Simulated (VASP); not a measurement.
The system is Mg3Sn2N2.

```
Mg Sn N
1.0
     4.95184    0.00000    0.00000
     0.00000    4.95184    0.00000
     0.00000    0.00000    6.41899
Mg Sn N
3 2 2
Cartesian
  0.0000 0.0000 6.2459
  2.4759 0.0000 3.4528
  0.0000 2.4759 3.4528
  2.4759 0.0000 5.6055
  0.0000 2.4759 5.6055
  2.4759 0.0000 1.6447
  0.0000 2.4759 1.6447
```

The cell was built from a structure type or drawn by symmetry, and may not be a known phase.

* Program: VASP 6.6.1
* Task: relaxation of cell and atoms
* Functional: PBE
* Potentials or basis: VASP PAW PBE potentials, release 64 (Mg, Sn_d, N)
* Cutoff: 600 eV
* k mesh: 3 × 3 × 3
* Occupations: gaussian, width 0.2 eV
* Spin: no spin polarisation

At the start: pressure 12.3 GPa; volume 22.49 Å³/atom.

Problem. How do energy, volume and symmetry change on relaxing?

Solution. Over 31 steps the energy falls by 1325.2 meV/atom and the volume is 21.02 Å³/atom (-6.5 %); space group P4mm (No. 99, to 0.1 Å) before and after.

The path:
| step | energy change (eV) | largest force (eV/Å) | pressure (GPa) | volume (Å³) |
| --- | --- | --- | --- | --- |
| 1 | 0.0000 | 8.5718 | 12.35 | 157.40 |
| 2 | -4.7640 | 2.1296 | -2.12 | 199.48 |
| 3 | -4.7250 | 2.3471 | -1.62 | 187.79 |
| 4 | -5.8337 | 3.6337 | 4.83 | 185.66 |
| 5 | -5.9923 | 1.7940 | 2.36 | 186.25 |
| 6 | -6.4033 | 1.5172 | 0.12 | 195.66 |
| 7 | -6.5313 | 1.1662 | -1.50 | 206.11 |
| 8 | -6.6575 | 1.0784 | -0.67 | 204.67 |
| 9 | -6.6613 | 1.0955 | -0.83 | 204.88 |
| 10 | -6.8507 | 1.1809 | -1.48 | 201.88 |
| 11 | -7.3656 | 1.7197 | -3.24 | 192.95 |
| 12 | -7.4820 | 3.5408 | -4.62 | 175.49 |
| 13 | -7.6387 | 2.4453 | -4.36 | 184.73 |
| 14 | -7.7642 | 2.4048 | -4.26 | 181.98 |
| 15 | -8.0711 | 2.2663 | -3.77 | 173.87 |
| 16 | -8.1820 | 2.2606 | -1.63 | 158.21 |
| 17 | -8.2387 | 2.1973 | -2.83 | 165.08 |
| 18 | -8.4092 | 1.7300 | -2.43 | 163.88 |
| 19 | -8.7436 | 0.7381 | -0.74 | 160.30 |
| 20 | -8.5702 | 2.9345 | 5.04 | 153.28 |
| 21 | -8.8164 | 0.9690 | 0.80 | 157.94 |
| 22 | -8.9919 | 0.2998 | -0.36 | 157.48 |
| 23 | -9.1074 | 1.3572 | -2.12 | 155.65 |
| 24 | -9.1165 | 1.1604 | -1.96 | 156.04 |
| 25 | -9.2194 | 0.6753 | -1.50 | 152.73 |
| 26 | -9.2579 | 0.3012 | -0.83 | 149.71 |
| 27 | -9.2589 | 0.3302 | -0.68 | 149.17 |
| 28 | -9.2670 | 0.2647 | -0.25 | 148.35 |
| 29 | -9.2692 | 0.2101 | 0.14 | 147.67 |
| 30 | -9.2741 | 0.1212 | 0.02 | 147.45 |
| 31 | -9.2767 | 0.0517 | -0.14 | 147.13 |

Final structure:
```
CELL_PARAMETERS angstrom
4.55702 0.00000 0.00000
0.00000 4.55702 0.00000
0.00000 0.00000 7.08482
ATOMIC_POSITIONS crystal
Mg 0.00000 0.00000 0.19581
Mg 0.50000 0.00000 0.46824
Mg 0.00000 0.50000 0.46824
Sn 0.50000 0.00000 0.89917
Sn 0.00000 0.50000 0.89917
N 0.50000 0.00000 0.18860
N 0.00000 0.50000 0.18860
```

Caveat: the k points lie up to 0.46 Å⁻¹ apart in the final cell, too coarse for converged energies and pressures of a metal; the relaxation stopped at a loose force limit of 0.08 eV/Å, so its end isn't a converged minimum.
